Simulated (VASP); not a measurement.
Wanted: the native input for a VASP 6.6.1 run.

```yaml
Task: electric field gradients
Functional: LDA
Potentials_or_basis: VASP PAW LDA potentials, release 64 (Ba_sv, S)
Cutoff: 520 eV
k_mesh: 7 × 7 × 7
Occupations: fermi-dirac, width 0.01 eV
Spin: no spin polarisation
Dipole_correction: no
Further_INCAR_settings: ALGO = Normal; EDIFF = 1e-08; NBANDS = 15
```

The structure of BaS lies in POSCAR:

```
BaS
1.0
    0.0000000000      3.2563884516      3.2563884516
    3.2563884516      0.0000000000      3.2563884516
    3.2563884516      3.2563884516      0.0000000000
Ba S
1 1
Direct
    0.0000000000      0.0000000000      0.0000000000
    0.5000000000      0.5000000000      0.5000000000
```

This cell differs from its parent crystal: volume scaled by 1.06.

One way to write it, as run:

INCAR

```
SYSTEM = BaS
PREC = Accurate
ENCUT = 520
EDIFF = 1E-8
ISMEAR = -1
SIGMA = 0.01
LREAL = .False.
LASPH = .True.
NELM = 100
ALGO = Normal
ISIF = 2
LWAVE = .False.
LCHARG = .False.
LEFG = .True.
NBANDS = 15
```

KPOINTS

```
regular mesh
0
Gamma
  7 7 7
  0 0 0
```

Potentials or basis: VASP PAW LDA potentials, release 64 (Ba_sv, S).

Run with:

```sh
$ cat potpaw_LDA.64/Ba_sv/POTCAR potpaw_LDA.64/S/POTCAR > POTCAR
$ mpirun -np 1 vasp_std > vasp.out
```

Results of the run:

| Quantity | Value |
| --- | --- |
| Pressure | -4.0 GPa |
| Band gap on the k mesh | 2.05 eV, indirect (least direct gap 2.23 eV) |

Caveat: without QUAD_EFG the Cq values of the log hold for a quadrupole moment of 1 mb, not for the nuclei; spin-orbit coupling is left out, which moves the levels of the heavy elements.

Wall time 21 s on 1 thread of Intel(R) Xeon(R) Platinum 8259CL CPU @ 2.50GHz (Skylake/Cascade Lake), on a shared host, peak memory 0.17 GiB.
